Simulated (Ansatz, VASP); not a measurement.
One calculation of Hf, two programs

```
Hf
1.0
     4.81831    0.00000    0.00000
    -2.40916    4.17278    0.00000
     0.00000    0.00000    2.98955
Hf
3
Direct
  0.00000 0.00000 0.00000
  0.33333 0.66667 0.50000
  0.66667 0.33333 0.50000
```

Alike in both runs: task single point; functional revPBE; k mesh 8 × 8 × 11; occupations fermi-dirac, width 0.1 eV; no spin polarisation.

```csv
,VASP,Ansatz
version,VASP 6.6.1,Ansatz 0.2.0
potentials or method,"VASP PAW PBE potentials, release 64 (Hf_pv), cutoff 520 eV","plane waves (420 eV) with PAW, scalar-relativistic"
valence electrons in the cell,30,78
```

```csv
,VASP,Ansatz,Ansatz less VASP
pressure (GPa),16.0,16.5,+0.53
"traceless stress, the component that is largest in VASP (GPa)",0.44,0.28,-0.166
```

VASP's potentials were made for PBE, not for revPBE. VASP's potentials hold 30 valence electrons a cell and Ansatz's 78, so a difference there can come from the potentials and not from the codes.

Spin-orbit coupling is off throughout.
